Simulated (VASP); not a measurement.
Sn2TeS3: relaxation of cell and atoms with PBE

The system is Sn2TeS3.

```
Sn Te S
1.0
     3.13489    1.80993    5.22910
    -3.13489    1.80993    5.22910
     0.00000   -3.61986    5.22910
Sn Te S
2 1 3
Cartesian
  0.0000 0.0000 1.9170
  0.0000 0.0000 13.7703
  0.0000 0.0000 7.8436
  -1.5674 -0.9050 5.2291
  1.5674 -0.9050 5.2291
  0.0000 1.8099 5.2291
```

The cell was generated, and may not be a known phase.

- Program: VASP 6.6.1
- Task: relaxation of cell and atoms
- Functional: PBE
- Potentials or basis: VASP PAW PBE potentials, release 64 (Sn_d, Te, S)
- Cutoff: 600 eV
- k mesh: 3 × 3 × 3
- Occupations: gaussian, width 0.1 eV
- Spin: no spin polarisation
- Dipole correction: no
- Further INCAR settings: ALGO = Normal; EDIFF = 1e-07; IBRION = 2; EDIFFG = -0.04; NSW = 90; ISIF = 3

| Quantity | Value |
| --- | --- |
| Relaxed volume | 23.86 Å³/atom |
| Relaxed cell | a = 6.287 Å, b = 6.287 Å, c = 6.287 Å, α = 52.11°, β = 52.11°, γ = 52.11° |
| Space group after relaxing (to 0.1 Å) | R-3m (No. 166) |
| Energy gained by relaxing | 303.3 meV/atom |
| Ionic steps | 28 |
| Pressure after relaxing | 0.0 GPa |
| Largest force after relaxing | 0.011 eV/Å |
| Band gap on the k mesh | zero (bands 26 and 27 overlap by 0.50 eV) |

Forces in eV/Å, atoms in the order of the input:
```
Sn   0.000  0.000  0.011
Sn   0.000  0.000 -0.011
Te   0.000  0.000  0.000
S    0.000  0.000  0.000
S    0.000  0.000  0.000
S    0.000  0.000  0.000
```

The path:
```
step  energy change (eV)  largest force (eV/Å)  pressure (GPa)  volume (Å³)
   1              0.0000                0.0264           -8.17       178.02
   2             -1.2874                0.0261           -1.53       141.81
   3             -1.3079                0.0311           -0.06       137.97
   4             -1.3077                0.0323            0.24       137.24
   5             -1.3163                0.0445            0.26       137.17
   6             -1.3271                0.0533            0.35       136.97
   7             -1.3160                0.2065            0.91       136.39
   8             -1.3290                0.0590            0.43       136.86
   9             -1.3293                0.0678            0.49       136.78
  10             -1.3301                0.0829           -0.52       139.30
  11             -1.3317                0.0755           -0.06       138.15
  12             -1.3328                0.0849           -0.07       138.18
  13             -1.3371                0.1183           -0.09       138.28
  14             -1.3515                0.2173           -0.12       138.47
  15             -1.4235                0.6298           -0.18       138.85
  16             -1.6805                0.5904           -0.01       139.60
  17             -1.1714                3.8716            4.29       141.01
  18             -1.7433                0.3061            0.26       139.83
  19             -1.7672                0.2314            0.75       140.15
  20             -1.7684                0.1021            0.63       140.08
  21             -1.7828                0.0170            0.42       140.59
  22             -1.8053                0.1919           -0.09       142.10
  23             -1.8066                0.2388           -0.21       142.52
  24             -1.8098                0.2118           -0.07       142.30
  25             -1.8148                0.1310            0.35       141.67
  26             -1.8150                0.1049            0.48       141.47
  27             -1.8179                0.0625            0.31       142.11
  28             -1.8196                0.0107            0.04       143.17
```

Final structure:
```
CELL_PARAMETERS angstrom
2.76179 1.59452 5.41836
-2.76179 1.59452 5.41836
0.00000 -3.18904 5.41836
ATOMIC_POSITIONS crystal
Sn 0.09012 0.09012 0.09012
Sn 0.90988 0.90988 0.90988
Te 0.50000 0.50000 0.50000
S 0.00000 0.50000 0.50000
S 0.50000 0.00000 0.50000
S 0.50000 0.50000 0.00000
```

Levels at points of the mesh, in eV from the Fermi level:
```csv
k point,band 22,band 23,band 24,band 25,band 26,band 27,band 28,band 29
"(0.00, 0.00, 0.00)",-3.19,-1.64,-0.29,-0.29,0.22,0.22,0.99,1.77
```

Wall time 12 min on 1 thread of AMD EPYC 9R45 96-Core Processor (Zen 5), on a shared host, peak memory 0.42 GiB.

Caveat: the k points lie up to 0.46 Å⁻¹ apart in the final cell; the volume moved by over 15 % at a fixed basis, so the end points are rough; semilocal functionals underestimate gaps, and a narrow one can read as zero; spin-orbit coupling is left out, which moves the levels of the heavy elements.
